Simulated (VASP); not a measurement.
A run of VASP 6.6.1:

File POSCAR.step1:

```
Li2Se
1.0
    0.0000000000      2.9095789553      2.9095789553
    2.9095789553      0.0000000000      2.9095789553
    2.9095789553      2.9095789553      0.0000000000
Se Li
1 2
Direct
    0.0000000000      0.0000000000      0.0000000000
    0.7500000000      0.7500000000      0.7500000000
    0.2500000000      0.2500000000      0.2500000000
```

File POSCAR.step2:

```
Li2Se
1.0
    0.0000000000      2.9412072914      2.9412072914
    2.9412072914      0.0000000000      2.9412072914
    2.9412072914      2.9412072914      0.0000000000
Se Li
1 2
Direct
    0.0000000000      0.0000000000      0.0000000000
    0.7500000000      0.7500000000      0.7500000000
    0.2500000000      0.2500000000      0.2500000000
```

Contents of POSCAR.step3:

```
Li2Se
1.0
    0.0000000000      2.9721696435      2.9721696435
    2.9721696435      0.0000000000      2.9721696435
    2.9721696435      2.9721696435      0.0000000000
Se Li
1 2
Direct
    0.0000000000      0.0000000000      0.0000000000
    0.7500000000      0.7500000000      0.7500000000
    0.2500000000      0.2500000000      0.2500000000
```

File POSCAR.step4:

```
Li2Se
1.0
    0.0000000000      3.0025000000      3.0025000000
    3.0025000000      0.0000000000      3.0025000000
    3.0025000000      3.0025000000      0.0000000000
Se Li
1 2
Direct
    0.0000000000      0.0000000000      0.0000000000
    0.7500000000      0.7500000000      0.7500000000
    0.2500000000      0.2500000000      0.2500000000
```

POSCAR.step5

```
Li2Se
1.0
    0.0000000000      3.0322296562      3.0322296562
    3.0322296562      0.0000000000      3.0322296562
    3.0322296562      3.0322296562      0.0000000000
Se Li
1 2
Direct
    0.0000000000      0.0000000000      0.0000000000
    0.7500000000      0.7500000000      0.7500000000
    0.2500000000      0.2500000000      0.2500000000
```

File POSCAR.step6:

```
Li2Se
1.0
    0.0000000000      3.0613874993      3.0613874993
    3.0613874993      0.0000000000      3.0613874993
    3.0613874993      3.0613874993      0.0000000000
Se Li
1 2
Direct
    0.0000000000      0.0000000000      0.0000000000
    0.7500000000      0.7500000000      0.7500000000
    0.2500000000      0.2500000000      0.2500000000
```

The input POSCAR.step7:

```
Li2Se
1.0
    0.0000000000      3.0900002559      3.0900002559
    3.0900002559      0.0000000000      3.0900002559
    3.0900002559      3.0900002559      0.0000000000
Se Li
1 2
Direct
    0.0000000000      0.0000000000      0.0000000000
    0.7500000000      0.7500000000      0.7500000000
    0.2500000000      0.2500000000      0.2500000000
```

INCAR

```
SYSTEM = Li2Se
GGA = RP ; ISMEAR = 0
SIGMA = 0.03 ; LWAVE = .FALSE.
LCHARG = .FALSE. ; ISIF = 2
NSW = 0 ; ENCUT = 700
PREC = Accurate ; LASPH = .TRUE.
LREAL = .FALSE. ; ALGO = Normal
EDIFF = 1E-7 ; NELM = 120
GGA_COMPAT = .FALSE. ; EFERMI = MIDGAP
```

File KPOINTS:

```
k-points
0
Gamma
  7 7 7
```

Potentials or basis: VASP PAW PBE potentials, release 64 (Se_GW, Li_sv_GW).

Run with:

```bash
$ cat potpaw_PBE.64/Se_GW/POTCAR potpaw_PBE.64/Li_sv_GW/POTCAR > POTCAR
$ cp POSCAR.step1 POSCAR
$ mpirun -np 1 vasp_std > vasp.out
$ cp POSCAR.step2 POSCAR
$ mpirun -np 1 vasp_std > vasp.out
$ cp POSCAR.step3 POSCAR
$ mpirun -np 1 vasp_std > vasp.out
$ cp POSCAR.step4 POSCAR
$ mpirun -np 1 vasp_std > vasp.out
$ cp POSCAR.step5 POSCAR
$ mpirun -np 1 vasp_std > vasp.out
$ cp POSCAR.step6 POSCAR
$ mpirun -np 1 vasp_std > vasp.out
$ cp POSCAR.step7 POSCAR
$ mpirun -np 1 vasp_std > vasp.out
```

Hardware: 1 thread of Intel(R) Xeon(R) 6975P-C (Granite Rapids), with other jobs on the host.

How long does it take, and how much memory?

Wall time 78 s on 1 thread of Intel(R) Xeon(R) 6975P-C (Granite Rapids) (shared host), peak memory 0.24 GiB. Counts: k points 20.
